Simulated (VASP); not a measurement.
Wanted: the native input for a VASP 6.6.1 run.

```yaml
Task: single point
Functional: PBE
Potentials_or_basis: VASP PAW PBE potentials, release 64 (Si, W_sv)
Cutoff: 520 eV
k_mesh: 14 × 14 × 14
Occupations: gaussian, width 0.15 eV
Spin: no spin polarisation
Dipole_correction: no
Further_INCAR_settings: ALGO = Normal; EDIFF = 1e-06; NBANDS = 18
```

The structure of Si2W lies in POSCAR:

```
Si2W
1.0
   -1.6144976568      1.6144976568      3.9334139095
    1.6144976568     -1.6144976568      3.9334139095
    1.6144976568      1.6144976568     -3.9334139095
Si W
2 1
Direct
    0.3345744059      0.3345744059      0.0000000000
    0.6654255941      0.6654255941      0.0000000000
    0.0000000000      0.0000000000      0.0000000000
```

The input as run:

INCAR

```
PREC     = Accurate       # precision mode
ENCUT    = 520            # plane-wave cutoff, eV
EDIFF    = 1E-6           # SCF threshold, eV
ISMEAR   = 0              # smearing method
SIGMA    = 0.15           # smearing width, eV
LREAL    = F              # projectors in reciprocal space
LASPH    = T              # aspherical terms in the spheres
NELM     = 80             # most SCF steps
ALGO     = Normal         # electronic algorithm
ISIF     = 2              # what is computed and relaxed
LWAVE    = F              # write WAVECAR
LCHARG   = F              # write CHGCAR
GGA      = PE             # functional
NBANDS   = 18             # bands
```

KPOINTS

```
Automatic mesh
0
Gamma
  14 14 14
```

Potentials or basis: VASP PAW PBE potentials, release 64 (Si, W_sv).

Command:

```console
$ cat potpaw_PBE.64/Si/POTCAR potpaw_PBE.64/W_sv/POTCAR > POTCAR
$ mpirun -np 1 vasp_std > vasp.out
```

It gave:

The pressure is 0.1 GPa and the largest force is 0.005 eV/Å. The band gap on the k mesh is zero (bands 11 and 12 overlap by 1.24 eV).

Caveat: spin-orbit coupling is left out, which moves the levels of the heavy elements.

Wall time 2.2 min on 1 thread of Intel(R) Xeon(R) Platinum 8488C (Sapphire Rapids), on a shared host, peak memory 0.33 GiB.
